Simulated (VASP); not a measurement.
# BN in VASP: notebook, part 2 of 2

VASP 6.6.1. Earlier steps stand in the parts before.

### Step 3. Single point, PBE (epitaxial xy strain +3.0%)

Input file INCAR:

```
PREC     = Accurate       # precision mode
ENCUT    = 520            # plane-wave cutoff, eV
EDIFF    = 1E-6           # SCF threshold, eV
ISMEAR   = 0              # smearing method
SIGMA    = 0.01           # smearing width, eV
LREAL    = False          # projectors in reciprocal space
LASPH    = True           # aspherical terms in the spheres
NELM     = 60             # most SCF steps
ALGO     = Normal         # electronic algorithm
ISIF     = 2              # what is computed and relaxed
LWAVE    = False          # write WAVECAR
LCHARG   = False          # write CHGCAR
GGA      = PE             # functional
NBANDS   = 11             # bands
```

Input file KPOINTS:

```
regular mesh
0
Gamma
  6 6 6
```

Input file POSCAR:

```
BN
1.0
    0.0000000000      1.8589702290      1.7813838459
    1.8589702290      0.0000000000      1.7813838459
    1.8589702290      1.8589702290      0.0000000000
B N
1 1
Direct
    0.0000000000      0.0000000000      0.0000000000
    0.2500000000      0.2500000000      0.2500000000
```

Potentials or basis: VASP PAW PBE potentials, release 64 (B, N).

Run with:

```sh
> cat potpaw_PBE.64/B/POTCAR potpaw_PBE.64/N/POTCAR > POTCAR
> mpirun -np 1 vasp_std > vasp.out
```

Wall time 3 s (1 thread of Intel Xeon Platinum 8488C (Sapphire Rapids), shared host); peak memory 0.12 GiB.

Results (log left out):

```
Free energy            : -17.4066 eV
Pressure               : -11.6 GPa
Band gap on the k mesh : 3.71 eV, indirect (least direct gap 8.18 eV)
```

Stress tensor (GPa, compression positive):
```
-19.48   0.00   0.00
  0.00 -19.48   0.00
  0.00   0.00   4.25
```

Levels at points of the mesh, in eV from the valence-band top:
```tsv
k point	band 2	band 3	band 4	band 5	band 6	band 7
(0.00, 0.00, 0.00)	-0.38	-0.38	0.00	8.18	8.48	8.48
(0.50, 0.00, 0.00)	-10.57	-2.42	-1.81	9.00	10.00	10.78
(0.50, 0.50, 0.00)	-8.50	-5.32	-5.32	3.71	8.09	17.09
(0.50, 0.00, 0.50)	-9.10	-4.77	-4.75	4.40	9.08	16.63
```

Caveat: the k points lie up to 0.50 Å⁻¹ apart; the cell differs from its parent crystal (epitaxial xy strain +3.0%).

### Step 4. Single point, PBE

This run uses another cell than the first one, of 5.88 Å³/atom, 0.970 times its volume.

Input file INCAR:

```
PREC = Accurate ; ENCUT = 520
EDIFF = 1E-6 ; ISMEAR = -1
SIGMA = 0.02 ; LREAL = False
LASPH = True ; NELM = 80
ALGO = Normal ; ISIF = 2
LWAVE = False ; LCHARG = True
GGA = PE ; LELF = True
LVHAR = True ; NBANDS = 11
```

Input file KPOINTS:

```
regular mesh
0
Gamma
  12 12 12
```

Input file POSCAR:

```
BN
1.0
    0.0000000000      1.8048254650      1.8048254650
    1.8048254650      0.0000000000      1.8048254650
    1.8048254650      1.8048254650      0.0000000000
B N
1 1
Direct
    0.0000000000      0.0000000000      0.0000000000
    0.2500000000      0.2500000000      0.2500000000
```

Potentials or basis: VASP PAW PBE potentials, release 64 (B, N).

Run with:

```sh
> cat potpaw_PBE.64/B/POTCAR potpaw_PBE.64/N/POTCAR > POTCAR
> mpirun -np 1 vasp_std > vasp.out
```

OUTCAR:

```text
PREC = Accurate
   ENCUT = 520
   EDIFF = 1E-6
   ISMEAR = -1
   LREAL = False
   LASPH = True
   NELM = 80
   ISIF = 2
   GGA = PE

 ion  position               nearest neighbor table
   1  0.000  0.000  0.000-   2 1.56   2 1.56   2 1.56   2 1.56
   2  0.250  0.250  0.250-   1 1.56   1 1.56   1 1.56   1 1.56

  LATTYP: Found a face centered cubic cell.
 ALAT       =     3.6096509300

  Lattice vectors:

 A1 = (   0.0000000000,   1.8048254650,   1.8048254650)
 A2 = (   1.8048254650,   0.0000000000,   1.8048254650)
 A3 = (   1.8048254650,   1.8048254650,   0.0000000000)
[... 511 lines left out ...]
      7      19.7345      0.00000
      8      23.2067      0.00000
      9      28.5671      0.00000
     10      32.8642      0.00000
     11      34.2279      0.00000

 [... further k-points ...]
[... 5 lines left out ...]
  --------------------------------------------------------------------------------------
  -------------------------------------------------------------------------------------
  Total        0.3688427      0.3688427      0.3688427      0.0000000     -0.0000000      0.0000000
  in kB       50.2592726     50.2592726     50.2592726      0.0000000     -0.0000000      0.0000000
  external PRESSURE =      50.2592726 kB  Pullay stress =       0.0000000 kB

 VOLUME and BASIS-vectors are now :
 -----------------------------------------------------------------------------
  energy-cutoff  :      520.00
  volume of cell :       11.76
      direct lattice vectors                 reciprocal lattice vectors
     0.000000000  1.804825465  1.804825465    -0.277035098  0.277035098  0.277035098
     1.804825465  0.000000000  1.804825465     0.277035098 -0.277035098  0.277035098
     1.804825465  1.804825465  0.000000000     0.277035098  0.277035098 -0.277035098

 POSITION                                       TOTAL-FORCE (eV/Angst)
 -----------------------------------------------------------------------------------
      0.00000      0.00000      0.00000        -0.000000     -0.000000     -0.000000
      0.90241      0.90241      0.90241         0.000000      0.000000      0.000000
 -----------------------------------------------------------------------------------
    total drift:                                0.000000      0.000000      0.000000

  FREE ENERGIE OF THE ION-ELECTRON SYSTEM (eV)
  ---------------------------------------------------
  free  energy   TOTEN  =       -17.4483462117 eV

  energy  without entropy=      -17.4483462117  energy(sigma->0) =      -17.44834621
```

It took 5.6 s on 1 thread of Intel Xeon Platinum 8488C (Sapphire Rapids), shared host; peak memory 0.12 GiB.

Results:

* Free energy: -17.4483 eV
* Pressure: 5.0 GPa
* Band gap on the k mesh: 4.46 eV, indirect (least direct gap 8.84 eV)

A k mesh can miss the band edges.

### Step 5. Single point, PBE (epitaxial xy strain -4.0%)

Input file INCAR:

```
SYSTEM = BN
PREC = Accurate
ENCUT = 520
EDIFF = 1E-6
ISMEAR = -1
SIGMA = 0.02
LREAL = .FALSE.
LASPH = .TRUE.
NELM = 60
ALGO = Normal
ISIF = 2
LWAVE = .FALSE.
LCHARG = .TRUE.
GGA = PE
LELF = .TRUE.
LVHAR = .TRUE.
NBANDS = 11
```

Input file KPOINTS:

```
Automatic mesh
0
G
  12 12 12
  0 0 0
```

Input file POSCAR:

```
BN
1.0
    0.0000000000      1.7326324464      1.8351386583
    1.7326324464      0.0000000000      1.8351386583
    1.7326324464      1.7326324464      0.0000000000
B N
1 1
Direct
    0.0000000000      0.0000000000      0.0000000000
    0.2500000000      0.2500000000      0.2500000000
```

Run with:

```sh
> cat potpaw_PBE.64/B/POTCAR potpaw_PBE.64/N/POTCAR > POTCAR
> mpirun -np 1 vasp_std > vasp.out
```

Run time: 10 s. Hardware: 1 thread of Intel Xeon Platinum 8488C (Sapphire Rapids), shared host; peak memory 0.12 GiB.

The run converged. Its results:

| Property | Result |
| --- | --- |
| Free energy | -17.3086 eV |
| Pressure | 33.6 GPa |
| Band gap on the k mesh | 3.98 eV, indirect (least direct gap 8.83 eV) |

Stress tensor (GPa, compression positive):
```
47.22  0.00  0.00
 0.00 47.22  0.00
 0.00  0.00  6.35
```

Levels at points of the mesh, in eV from the valence-band top:
```
           k point  band 1  band 2  band 3  band 4  band 5  band 6  band 7  band 8
(0.00, 0.00, 0.00)  -21.26   -0.65    0.00    0.00    8.83    8.83    9.24   11.26
(0.50, 0.00, 0.00)  -16.69  -11.56   -2.78   -1.80    9.58   11.22   11.79   15.78
(0.50, 0.50, 0.00)  -15.72  -10.17   -4.90   -4.90    5.06   10.34   18.66   18.66
(0.50, 0.00, 0.50)  -14.99   -9.30   -5.73   -5.72    3.98    8.96   18.20   19.18
```

Caveat: the cell differs from its parent crystal (epitaxial xy strain -4.0%). A k mesh can miss the band edges.

### Step 6. Single point, PBE (epitaxial xy strain -3.0%)

Input file INCAR:

```
SYSTEM = BN
PREC = Accurate ; ENCUT = 520
EDIFF = 1E-6 ; ISMEAR = -1
SIGMA = 0.02 ; LREAL = .False.
LASPH = .True. ; NELM = 80
ALGO = Normal ; ISIF = 2
LWAVE = .False. ; LCHARG = .False.
GGA = PE ; NBANDS = 11
```

Input file KPOINTS:

```
regular mesh
0
Gamma
  12 12 12
  0 0 0
```

Input file POSCAR:

```
BN
1.0
    0.0000000000      1.7506807011      1.8276884058
    1.7506807011      0.0000000000      1.8276884058
    1.7506807011      1.7506807011      0.0000000000
B N
1 1
Direct
    0.0000000000      0.0000000000      0.0000000000
    0.2500000000      0.2500000000      0.2500000000
```

Potentials or basis: VASP PAW PBE potentials, release 64 (B, N).

Run with:

```sh
> cat potpaw_PBE.64/B/POTCAR potpaw_PBE.64/N/POTCAR > POTCAR
> mpirun -np 1 vasp_std > vasp.out
```

Run time: 9.9 s. Hardware: 1 thread of Intel Xeon Platinum 8488C (Sapphire Rapids), shared host; peak memory 0.12 GiB.

Results (log left out):

```
Free energy            : -17.3665 eV
Pressure               : 25.7 GPa
Band gap on the k mesh : 4.11 eV, indirect (least direct gap 8.83 eV)
```

Stress tensor (GPa, compression positive):
```
35.51  0.00  0.00
 0.00 35.51  0.00
 0.00  0.00  5.97
```

Levels at points of the mesh, in eV from the valence-band top:
| k point | band 1 | band 2 | band 3 | band 4 | band 5 | band 6 | band 7 | band 8 |
| --- | --- | --- | --- | --- | --- | --- | --- | --- |
| (0.00, 0.00, 0.00) | -21.00 | -0.47 | 0.00 | 0.00 | 8.83 | 8.83 | 9.14 | 11.05 |
| (0.50, 0.00, 0.00) | -16.52 | -11.34 | -2.56 | -1.84 | 9.83 | 11.10 | 11.44 | 15.66 |
| (0.50, 0.50, 0.00) | -15.44 | -9.85 | -4.91 | -4.91 | 4.90 | 10.06 | 18.49 | 18.49 |
| (0.50, 0.00, 0.50) | -14.90 | -9.21 | -5.52 | -5.51 | 4.11 | 9.04 | 18.18 | 18.90 |

Caveat: the cell differs from its parent crystal (epitaxial xy strain -3.0%).

### Step 7. Summary

```csv
cell,k mesh,smearing,gap on the mesh (eV),pressure (GPa)
"a = 2.567, b = 2.567, c = 2.603 Å, angles 59.5, 59.5, 60.9°, 2 atoms",6 × 6 × 6,gaussian 0.01 eV,3.94,-6.4
"a = 2.575, b = 2.575, c = 2.629 Å, angles 59.3, 59.3, 61.4°, 2 atoms",6 × 6 × 6,gaussian 0.01 eV,3.71,-11.6
"a = 2.552 Å, angles 60.0°, 2 atoms",12 × 12 × 12,fermi-dirac 0.02 eV,4.46,5.0
"a = 2.524, b = 2.524, c = 2.450 Å, angles 61.0, 61.0, 58.1°, 2 atoms",12 × 12 × 12,fermi-dirac 0.02 eV,3.98,33.6
"a = 2.531, b = 2.531, c = 2.476 Å, angles 60.7, 60.7, 58.6°, 2 atoms",12 × 12 × 12,fermi-dirac 0.02 eV,4.11,25.7
```

Alike in all rows: task single point; level PBE; potentials or basis VASP PAW PBE potentials, release 64 (B, N); no spin polarisation; cutoff (eV) 520.

Caveats: some runs use coarse meshes.

Absolute energies hang on the potentials; compare differences alone.
